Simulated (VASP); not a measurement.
Ge, 2 atoms in the cell. The structure is cubic, space group Fd-3m (No. 227). Conventional cell: a = 5.702 Å, b = 5.702 Å, c = 5.702 Å, α = 90.00°, β = 90.00°, γ = 90.00°. Ge (site symmetry -43m) has 4 Ge at 2.47 Å within 3.3 Å. 

```yaml
Program: VASP 6.6.1
Task: single point
Functional: PBE
Potentials_or_basis: VASP PAW PBE potentials, release 64 (Ge_d)
Cutoff: 520 eV
k_mesh: 8 × 8 × 8
Occupations: fermi-dirac, width 0.05 eV
Spin: no spin polarisation
Dipole_correction: no
Further_INCAR_settings: ALGO = Normal; EDIFF = 1e-06; NBANDS = 21
```

Potentials or basis: VASP PAW PBE potentials, release 64 (Ge_d).

Run with:

```console
$ cat potpaw_PBE.64/Ge_d/POTCAR > POTCAR
$ mpirun -np 1 vasp_std > vasp.out
```

Hardware: 1 thread of Intel Xeon 8259CL (shared host).

**Question.** How long does it take, and how much memory?

**Answer.** Wall time 43 s on 1 thread of Intel Xeon 8259CL (shared host), peak memory 0.17 GiB. Counts: scf iterations 12, k points 29.
